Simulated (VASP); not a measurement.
Crystal: Bi.

```
Bi
1.0
    -2.00750    2.00750    2.00750
     2.00750   -2.00750    2.00750
     2.00750    2.00750   -2.00750
Bi
1
Direct
  0.00000 0.00000 0.00000
```

Program: VASP 6.6.1. Alike in all runs: task single point; potentials or basis VASP PAW PBE potentials, release 64 (Bi_d); no spin polarisation; cell as given; k mesh 9 × 9 × 9; cutoff (eV) 520; smearing fermi-dirac 0.05 eV.

**Question.** Order these runs on this cell by their pressure, lowest first.
A. level r2SCAN
B. level PBEsol
C. level BLYP

**Answer.** B (-3.8 GPa), A (-2.0 GPa), C (2.8 GPa).

Caveats: the PAW data sets were made with another functional, which shifts forces and pressure a little.
